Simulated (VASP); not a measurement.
Set up this calculation in VASP 6.6.1, as the native input.

```yaml
Task: single point
Functional: PBE
Dispersion: D3(BJ)
Potentials_or_basis: VASP PAW PBE potentials, release 64 (B)
Cutoff: 520 eV
k_mesh: 24 × 24 × 24
Occupations: gaussian, width 0.1 eV
Spin: no spin polarisation
Dipole_correction: no
Further_INCAR_settings: ALGO = Normal; EDIFF = 1e-06; NBANDS = 8
```

The structure of B lies in POSCAR:

```
B
1.0
    0.0000000000      1.4205156493      1.4205156493
    1.4205156493      0.0000000000      1.4205156493
    1.4205156493      1.4205156493      0.0000000000
B
1
Direct
    0.0000000000      0.0000000000      0.0000000000
```

The input as run:

INCAR

```
SYSTEM = B
ALGO = Normal ; EDIFF = 1E-6
ENCUT = 520 ; GGA = PE
ISIF = 2 ; ISMEAR = 0
IVDW = 12 ; LASPH = .TRUE.
LCHARG = .FALSE. ; LREAL = .FALSE.
LWAVE = .FALSE. ; NBANDS = 8
NELM = 100 ; PREC = Accurate
SIGMA = 0.1
```

KPOINTS

```
k-points
0
G
  24 24 24
  0 0 0
```

Potentials or basis: VASP PAW PBE potentials, release 64 (B).

The run is started by

```sh
$ cat potpaw_PBE.64/B/POTCAR > POTCAR
$ mpirun -np 1 vasp_std > vasp.out
```

Results of the run:

```json
{
  "Pressure": "0.0 GPa",
  "Dispersion energy per atom": "-0.262 eV"
}
```

Caveat: pairwise dispersion overbinds metals, which lowers pressure and volume.

Wall time 5 s on 1 thread of Intel(R) Xeon(R) Platinum 8488C (Sapphire Rapids) (shared host), peak memory 0.13 GiB.
